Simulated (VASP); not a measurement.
# Ga2Ag (Imma) in VASP: single point with PBE

Aim: the single point of Ga2Ag with PBE.

All numbers are computed with VASP 6.6.1; they aren't measurements. Logs are shortened: lines on timing, memory, paths and dates and some standing lists are left out, and cuts for length are marked.

### 1 The cell of the first run

It takes space group Imma (No. 74, orthorhombic). The conventional cell has a = 4.539 Å, b = 7.000 Å, c = 7.946 Å, α = 90.00°, β = 90.00°, γ = 90.00°. Within 3.4 Å of Ga (site symmetry m) lie 4 Ga at 2.60 to 2.83 Å and 3 Ag at 2.64 to 3.15 Å. Ag (site symmetry mm2) has 6 Ga at 2.64 to 3.15 Å and 2 Ag at 2.86 Å within 3.5 Å.

### 2 Single point, PBE

INCAR reads:

```
SYSTEM = Ga2Ag
  ALGO = Normal
  EDIFF = 1E-6
  ENCUT = 520
  GGA = PE
  ISIF = 2
  ISMEAR = -1
  LASPH = .TRUE.
  LCHARG = .TRUE.
  LELF = .TRUE.
  LREAL = .FALSE.
  LVHAR = .TRUE.
  LWAVE = .FALSE.
  NBANDS = 46
  NELM = 60
  PREC = Accurate
  SIGMA = 0.1
```

KPOINTS reads:

```
k-points
0
G
  5 5 5
  0 0 0
```

POSCAR reads:

```
Ga2Ag
1.0
   -2.2693260000      3.4999410000      3.9731420000
    4.5386520000      0.0000000000      0.0000000000
    2.2693260000      3.4999410000     -3.9731420000
Ga Ag
4 2
Direct
    0.2300000000      0.1700000000      0.8900000000
    0.6100000000      0.1700000000      0.2700000000
    0.7700000000      0.8300000000      0.1100000000
    0.3900000000      0.8300000000      0.7300000000
    0.8900000000      0.6400000000      0.6100000000
    0.1100000000      0.3600000000      0.3900000000
```

Potentials or basis: VASP PAW PBE potentials, release 64 (Ga_d, Ag).

Launch:

```
> cat potpaw_PBE.64/Ga_d/POTCAR potpaw_PBE.64/Ag/POTCAR > POTCAR
> mpirun -np 1 vasp_std > vasp.out
```

OUTCAR:

```text
SYSTEM = Ga2Ag
   EDIFF = 1E-6
   ENCUT = 520
   GGA = PE
   ISIF = 2
   ISMEAR = -1
   LASPH = .TRUE.
   LREAL = .FALSE.
   NELM = 60
   PREC = Accurate

 ion  position               nearest neighbor table
   1  0.230  0.170  0.890-   4 2.60   4 2.60   6 2.64   2 2.66   3 2.83   5 3.15   5 3.15
   2  0.610  0.170  0.270-   3 2.60   3 2.60   6 2.64   1 2.66   4 2.83   5 3.15   5 3.15
   3  0.770  0.830  0.110-   2 2.60   2 2.60   5 2.64   4 2.66   1 2.83   6 3.15   6 3.15
   4  0.390  0.830  0.730-   1 2.60   1 2.60   5 2.64   3 2.66   2 2.83   6 3.15   6 3.15
   5  0.890  0.640  0.610-   4 2.64   3 2.64   6 2.86   6 2.86   2 3.15   1 3.15   1 3.15   2 3.15

   6  0.110  0.360  0.390-   1 2.64   2 2.64   5 2.86   5 2.86   4 3.15   3 3.15   3 3.15   4 3.15

  LATTYP: Found a body centered orthorhombic cell.
 ALAT       =     4.5386520000
 B/A-ratio  =     1.5422821578
 C/A-ratio  =     1.7508026612

  Lattice vectors:

 A1 = (  -2.2693260000,   3.4999410000,   3.9731420000)
 A2 = (   2.2693260000,  -3.4999410000,   3.9731420000)
 A3 = (   2.2693260000,   3.4999410000,  -3.9731420000)

Analysis of symmetry for initial positions (statically):
=====================================================================
 Subroutine PRICEL returns:
 Original cell was already a primitive cell.

 Routine SETGRP: Setting up the symmetry group for a
 body centered orthorhombic supercell.

 Subroutine GETGRP returns: Found  8 space group operations
 (whereof  4 operations were pure point group operations)
 out of a pool of  8 trial point group operations.

The static configuration has the point symmetry C_2h.
 The point group associated with its full space group is D_2h.

Analysis of symmetry for dynamics (positions and initial velocities):
=====================================================================
 Subroutine PRICEL returns:
 Original cell was already a primitive cell.

 Routine SETGRP: Setting up the symmetry group for a
 body centered orthorhombic supercell.

 Subroutine GETGRP returns: Found  8 space group operations
 (whereof  4 operations were pure point group operations)
 out of a pool of  8 trial point group operations.

The dynamic configuration has the point symmetry C_2h.
 The point group associated with its full space group is D_2h.

 Subroutine INISYM returns: Found  8 space group operations
 (whereof  4 operations are pure point group operations),
 and found     1 'primitive' translations

----------------------------------------------------------------------------------------

                                     Primitive cell

  volume of cell :     126.2268

  direct lattice vectors                    reciprocal lattice vectors
    -2.269326000  3.499941000  3.973142000     0.000000000  0.142859551  0.125844986
     4.538652000  0.000000000  0.000000000     0.220329737  0.000000000  0.125844986
     2.269326000  3.499941000 -3.973142000     0.000000000  0.142859551 -0.125844986

  length of vectors
     5.760667049  4.538652000  5.760667049     0.190383329  0.253736386  0.190383329

  position of ions in fractional coordinates (direct lattice)
     0.230000000  0.170000000  0.890000000
     0.610000000  0.170000000  0.270000000
     0.770000000  0.830000000  0.110000000
     0.390000000  0.830000000  0.730000000
     0.890000000  0.640000000  0.610000000
     0.110000000  0.360000000  0.390000000

  ion indices of the primitive-cell ions
   primitive index   ion index
                 1           1
                 2           2
                 3           3
                 4           4
                 5           5
                 6           6

----------------------------------------------------------------------------------------

 KPOINTS: k-points

Automatic generation of k-mesh.
 Grid dimensions read from file:
 generate k-points for:    5    5    5

 Generating k-lattice:

  Cartesian coordinates                     Fractional coordinates (reciprocal lattice)
     0.000000000  0.028571910  0.025168997     0.200000000  0.000000000  0.000000000
     0.044065947  0.000000000  0.025168997    -0.000000000  0.200000000  0.000000000
     0.000000000  0.028571910 -0.025168997     0.000000000  0.000000000  0.200000000

  Length of vectors
     0.038076666  0.050747277  0.038076666

  Shift w.r.t. Gamma in fractional coordinates (k-lattice)
     0.000000000  0.000000000  0.000000000

 Subroutine IBZKPT returns following result:
 ===========================================

 Found     27 irreducible k-points:

 Following reciprocal coordinates:
            Coordinates               Weight
  0.000000  0.000000  0.000000      1.000000
  0.200000  0.000000  0.000000      4.000000
  0.400000  0.000000  0.000000      4.000000
 -0.000000  0.200000  0.000000      4.000000
  0.200000  0.200000  0.000000      8.000000
  0.400000  0.200000  0.000000      8.000000
[... 16 lines left out ...]
 -0.400000 -0.200000  0.200000      8.000000
 -0.200000 -0.200000  0.200000      4.000000
 [... further k-points ...]
   k-points           NKPTS =     27   k-points in BZ     NKDIM =     27   number of bands    NBANDS=     46
   number of dos      NEDOS =    301   number of ions     NIONS =      6
   total plane-waves  NPLWV =  82944
   dimension x,y,z NGX =    48 NGY =   36 NGZ =   48
   dimension x,y,z NGXF=    96 NGYF=   72 NGZF=   96
   ions per type =               4   2
   NGX,Y,Z   is equivalent  to a cutoff of  13.85, 13.19, 13.85 a.u.
   NGXF,Y,Z  is equivalent  to a cutoff of  27.70, 26.37, 27.70 a.u.
 SYSTEM =  Ga2Ag
   PREC   = accura    normal or accurate (medium, high low for compatibility)
   ISTART =      0    job   : 0-new  1-cont  2-samecut
   ICHARG =      2    charge: 1-file 2-atom 10-const
   ISPIN  =      1    spin polarized calculation?
   LNONCOLLINEAR =      F non collinear calculations
   LSORBIT =      F    spin-orbit coupling
   LASPH  =      T    aspherical Exc in radial PAW
   ENCUT  =  520.0 eV  38.22 Ry    6.18 a.u.  10.71  8.44 10.71*2*pi/ulx,y,z
   NELM   =     60;   NELMIN=  2; NELMDL= -5     # of ELM steps
   EDIFF  = 0.1E-05   stopping-criterion for ELM
   LREAL  =      F    real-space projection
   EDIFFG = 0.1E-04   stopping-criterion for IOM
   NSW    =      0    number of steps for IOM
   IBRION =     -1    ionic relax: 0-MD 1-quasi-New 2-CG
   NFREE  =      0    steps in history (QN), initial steepest desc. (CG)
   ISIF   =      2    stress and relaxation
   ISYM   =      2    0-nonsym 1-usesym 2-fastsym
   POTIM  = 0.5000    time-step for ionic-motion
   TEBEG  =    0.0;   TEEND  =   0.0 temperature during run
   PSTRESS=    0.0 pullay stress
   NELECT =      74.0000    total number of electrons
   NUPDOWN=      -1.0000    fix difference up-down
   EMIN   =  10.00;   EMAX   =-10.00  energy-range for DOS
   EFERMI =   0.00;   METHOD = LEGACY
   ISMEAR =    -1;   SIGMA  =   0.10  broadening in eV -4-tet -1-fermi 0-gaus
   EFERMI_NEDOS =   21; number of points for ismear=-14 and -15
   IALGO  =     38    algorithm
   IMIX   =      4    mixing-type and parameters
     AMIX     =   0.40;   BMIX     =  1.00
     AMIX_MAG =   1.60;   BMIX_MAG =  1.00
  volume/ion in A,a.u.               =      21.04       141.97
  Fermi-wavevector in a.u.,A,eV,Ry     =   1.370150  2.589208 25.542374  1.877312
  Thomas-Fermi vector in A             =   2.495962
   LORBIT       =      0    0 simple, 1 ext, 2 COOP (PROOUT), +10 PAW based schemes
   GGA     = PE    functional components
   LHFCALC =     F    Hartree Fock is set to
   AEXX    =    0.0000 exact exchange contribution
   IVDW    =     0    specifies the selected vdW correction
   LEPSILON=     F    determine dielectric tensor
   LRPA    =     F    only Hartree local field effects (RPA)
 non-spin polarized calculation
  energy-cutoff  :      520.00
  volume of cell :      126.23
 maximum number of plane-waves:      3415
 NGX is ok and might be reduce to    48
   NGX = 21   NGY = 17   NGZ = 21

 number of electron      74.0000007 magnetization

 Free energy of the ion-electron system (eV)
  ---------------------------------------------------
  ext. energy  EPLUGINS =         0.00000000
  ---------------------------------------------------
  free energy    TOTEN  =       -16.03311919 eV

  energy without entropy =      -15.95524043  energy(sigma->0) =      -15.99417981

 E-fermi :   5.0583     XC(G=0): -10.5279

 val. band max:        5.0281827411   @ k =   0.2000   0.0000   0.0000
 cond. band min:       5.0936772361   @ k =  -0.2000  -0.4000   0.2000
 fundamental gap:      0.0654944950
 Fermi energy:         5.0583029990

 k-point     1 :       0.0000    0.0000    0.0000
  band No.  band energies     occupation
      1     -10.0216      2.00000
      2      -9.9376      2.00000
      3      -9.9266      2.00000
      4      -9.8964      2.00000
      5      -9.8784      2.00000
      6      -9.8756      2.00000
[... 38 lines left out ...]
     45       8.8263      0.00000
     46       8.8286      0.00000

 k-point     2 :       0.2000    0.0000    0.0000
  band No.  band energies     occupation
      1     -10.0194      2.00000
      2      -9.9387      2.00000
      3      -9.9248      2.00000
      4      -9.9005      2.00000
      5      -9.8930      2.00000
      6      -9.8799      2.00000
[... 38 lines left out ...]
     45       9.7041      0.00000
     46       9.8205      0.00000

 k-point     3 :       0.4000    0.0000    0.0000
  band No.  band energies     occupation
      1     -10.0156      2.00000
      2      -9.9401      2.00000
      3      -9.9218      2.00000
      4      -9.9067      2.00000
      5      -9.9033      2.00000
      6      -9.8850      2.00000
[... 38 lines left out ...]
     45      10.8090      0.00000
     46      10.9999      0.00000

 k-point     4 :      -0.0000    0.2000    0.0000
  band No.  band energies     occupation
      1     -10.0191      2.00000
      2      -9.9634      2.00000
      3      -9.9471      2.00000
      4      -9.9388      2.00000
      5      -9.8993      2.00000
      6      -9.8772      2.00000
[... 920 lines left out ...]
     45      10.4854      0.00000
     46      10.5493      0.00000

 k-point    23 :      -0.4000   -0.2000    0.2000
  band No.  band energies     occupation
      1     -10.0128      2.00000
      2      -9.9869      2.00000
      3      -9.9387      2.00000
      4      -9.9250      2.00000
      5      -9.9093      2.00000
      6      -9.8960      2.00000
[... 38 lines left out ...]
     45      10.3329      0.00000
     46      10.5356      0.00000

 k-point    24 :      -0.2000   -0.2000    0.2000
  band No.  band energies     occupation
      1     -10.0156      2.00000
      2      -9.9767      2.00000
      3      -9.9372      2.00000
      4      -9.9360      2.00000
      5      -9.9177      2.00000
      6      -9.8923      2.00000
[... 38 lines left out ...]
     45      10.1535      0.00000
     46      11.4949      0.00000

 [... further k-points ...]
[... 5 lines left out ...]
  --------------------------------------------------------------------------------------
  -------------------------------------------------------------------------------------
  Total        0.7840812     -1.1184224     -1.1932686      0.0000000      0.0000000      0.0000000
  in kB        9.9522188    -14.1959592    -15.1459701      0.0000000      0.0000000      0.0000000
  external PRESSURE =      -6.4632368 kB  Pullay stress =       0.0000000 kB

 VOLUME and BASIS-vectors are now :
 -----------------------------------------------------------------------------
  energy-cutoff  :      520.00
  volume of cell :      126.23
      direct lattice vectors                 reciprocal lattice vectors
    -2.269326000  3.499941000  3.973142000     0.000000000  0.142859551  0.125844986
     4.538652000  0.000000000  0.000000000     0.220329737  0.000000000  0.125844986
     2.269326000  3.499941000 -3.973142000     0.000000000  0.142859551 -0.125844986

 POSITION                                       TOTAL-FORCE (eV/Angst)
 -----------------------------------------------------------------------------------
      2.26933      3.91993     -2.62227        -0.000000      0.029342     -0.846574
      0.00000      3.07995      1.35087         0.000000     -0.029342     -0.846574
      2.26933      3.07995      2.62227        -0.000000     -0.029342      0.846574
      4.53865      3.91993     -1.35087        -0.000000      0.029342      0.846574
      2.26933      5.24991      1.11248         0.000000      0.000000     -0.595335
      2.26933      1.74997     -1.11248         0.000000      0.000000      0.595335
 -----------------------------------------------------------------------------------
    total drift:                               -0.000000     -0.000000      0.000000

  FREE ENERGIE OF THE ION-ELECTRON SYSTEM (eV)
  ---------------------------------------------------
  free  energy   TOTEN  =       -16.0331191883 eV

  energy  without entropy=      -15.9552404286  energy(sigma->0) =      -15.99417981
```

Wall time 1.8 min (1 thread of AMD EPYC 9R45 (Zen 5), shared host); peak memory 0.31 GiB.

Results:

| Item | Value |
| --- | --- |
| Free energy | -16.0331 eV |
| Pressure | -0.6 GPa |
| Largest force | 0.847 eV/Å |
| Band gap on the k mesh | zero (band 37 reaches 6.24 eV, above the bottom of band 38 at 3.69 eV) |

Forces on the atoms (eV/Å):
```
Ga   0.000  0.029 -0.847
Ga   0.000 -0.029 -0.847
Ga   0.000 -0.029  0.847
Ga   0.000  0.029  0.847
Ag   0.000  0.000 -0.595
Ag   0.000  0.000  0.595
```

Levels at points of the mesh, in eV from the Fermi level:
| k point | band 35 | band 36 | band 37 | band 38 | band 39 | band 40 |
| --- | --- | --- | --- | --- | --- | --- |
| (0.00, 0.00, 0.00) | -2.59 | -0.60 | 0.09 | 0.62 | 0.97 | 1.56 |
